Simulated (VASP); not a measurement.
A run of VASP 6.6.1 is set up as follows.

File INCAR:

```
SYSTEM = FeO
  ALGO = Normal
  EDIFF = 1E-6
  ENCUT = 520
  GGA = PS
  ISIF = 2
  ISMEAR = 0
  ISPIN = 2
  LASPH = .True.
  LCHARG = .False.
  LMAXMIX = 4
  LORBIT = 11
  LREAL = .False.
  LWAVE = .False.
  MAGMOM = 3.76 0.37
  NBANDS = 18
  NELM = 150
  PREC = Accurate
  SIGMA = 0.1
```

File KPOINTS:

```
k-points
0
Gamma
  18 18 18
  0 0 0
```

Contents of POSCAR:

```
FeO
1.0
    1.5156971588      0.8750881626      2.4762991335
   -1.5156971588      0.8750881626      2.4762991335
    0.0000000000     -1.7501763253      2.4762991335
Fe O
1 1
Direct
    0.0000000000      0.0000000000      0.0000000000
    0.5000000000      0.5000000000      0.5000000000
```

Potentials or basis: VASP PAW PBE potentials, release 64 (Fe, O).

The run is started by

```sh
$ cat potpaw_PBE.64/Fe/POTCAR potpaw_PBE.64/O/POTCAR > POTCAR
$ mpirun -np 1 vasp_std > vasp.out
```

What does it give for the pressure?

-5.5 GPa.

Estimate the site moments.

Fe +3.61; O +0.31 μB.

Predict the band gap on the k mesh.

zero (filled and empty bands overlap).

Caveat: the cell stands under tension; the PAW data sets were made with another functional, which shifts forces and pressure a little; a cell with one magnetic atom can't hold antiferromagnetic order, which such compounds often take; semilocal functionals often make such compounds metallic where correlation or magnetic order opens a gap, which also shifts bond lengths. With open d or f shells a metallic result of PBEsol can be an artefact of self-interaction; +U or a hybrid may open a gap.
